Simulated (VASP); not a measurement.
Set up this calculation in VASP 6.6.1, as the native input.

```yaml
Task: single point
Functional: PBE
Potentials_or_basis: VASP PAW PBE potentials, release 64 (W_sv, S)
Cutoff: 520 eV
k_mesh: 12 × 12 × 2
Occupations: gaussian, width 0.05 eV
Spin: no spin polarisation
Dipole_correction: no
Further_INCAR_settings: ALGO = Normal; EDIFF = 1e-06; NBANDS = 35
```

The structure of WS2 lies in POSCAR:

```
WS2
1.0
    3.1662500040      0.0418121970      0.0446588447
   -1.5469145773      2.7338650060      0.0363294149
    0.2069881644      0.3139358030     14.9064884158
W S
2 4
Direct
    0.3391348997      0.6742595595      0.2501189379
    0.6603944841      0.3261450383      0.7477582107
    0.3292544965      0.6623140517      0.6443353809
    0.6609010585      0.3265309489      0.1424404001
    0.3394525959      0.6745741235      0.8580046424
    0.6708624653      0.3361762781      0.3573424281
```

These files were run (other wordings do the same):

INCAR

```
SYSTEM = WS2
  PREC = Accurate
  ENCUT = 520
  EDIFF = 1E-6
  ISMEAR = 0
  SIGMA = 0.05
  LREAL = .False.
  LASPH = .True.
  NELM = 100
  ALGO = Normal
  ISIF = 2
  LWAVE = .False.
  LCHARG = .True.
  GGA = PE
  LELF = .True.
  LVHAR = .True.
  NBANDS = 35
```

KPOINTS

```
Automatic mesh
0
Gamma
  12 12 2
  0 0 0
```

Potentials or basis: VASP PAW PBE potentials, release 64 (W_sv, S).

Command:

```console
$ cat potpaw_PBE.64/W_sv/POTCAR potpaw_PBE.64/S/POTCAR > POTCAR
$ mpirun -np 1 vasp_std > vasp.out
```

Results of the run:

- Pressure: -0.3 GPa
- Largest force: 1.478 eV/Å
- Band gap on the k mesh: 1.65 eV (least direct gap 1.85 eV)

Caveat: spin-orbit coupling is left out, which moves the levels of the heavy elements; forces of over 1 eV/Å act on the atoms, so gaps and moduli don't describe the material at rest.

Wall time 8.8 min on 1 thread of Intel(R) Xeon(R) Platinum 8488C (Sapphire Rapids), with other jobs on the host, peak memory 0.62 GiB.
